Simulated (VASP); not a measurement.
# Te: single point with PBE

Te:

```
Te
1.0
    -1.84620    1.84620    1.84620
     1.84620   -1.84620    1.84620
     1.84620    1.84620   -1.84620
Te
1
Direct
  0.00000 0.00000 0.00000
```

This isn't the form of Te at room conditions, which is trigonal, of chains.

```
Program                : VASP 6.6.1
Task                   : single point
Functional             : PBE
Potentials or basis    : VASP PAW PBE potentials, release 64 (Te)
Cutoff                 : 520 eV
k mesh                 : 14 × 14 × 14
Occupations            : fermi-dirac, width 0.05 eV
Spin                   : no spin polarisation
Dipole correction      : no
Further INCAR settings : ALGO = Normal; EDIFF = 1e-06; NBANDS = 9
```

```json
{
 "Pressure": "9.4 GPa",
 "Band gap on the k mesh": "zero (bands 3 and 4 overlap by 7.09 eV)"
}
```

Levels at points of the mesh, in eV from the Fermi level:
| k point | band 1 | band 2 | band 3 | band 4 | band 5 | band 6 | band 7 | band 8 |
| --- | --- | --- | --- | --- | --- | --- | --- | --- |
| (0.00, 0.00, 0.00) | -14.91 | 3.69 | 3.69 | 3.69 | 10.16 | 10.16 | 10.16 | 11.43 |
| (0.50, 0.00, 0.00) | -11.16 | -6.85 | 0.13 | 2.31 | 5.67 | 6.38 | 13.35 | 15.17 |
| (0.50, 0.50, 0.50) | -8.29 | -3.40 | -3.40 | -3.40 | 2.43 | 2.43 | 17.50 | 18.89 |

Wall time 13 s on 1 thread of Intel Xeon 8259CL (shared host), peak memory 0.15 GiB.

Caveat: the cell stands under pressure; spin-orbit coupling is left out, which moves the levels of the heavy elements.
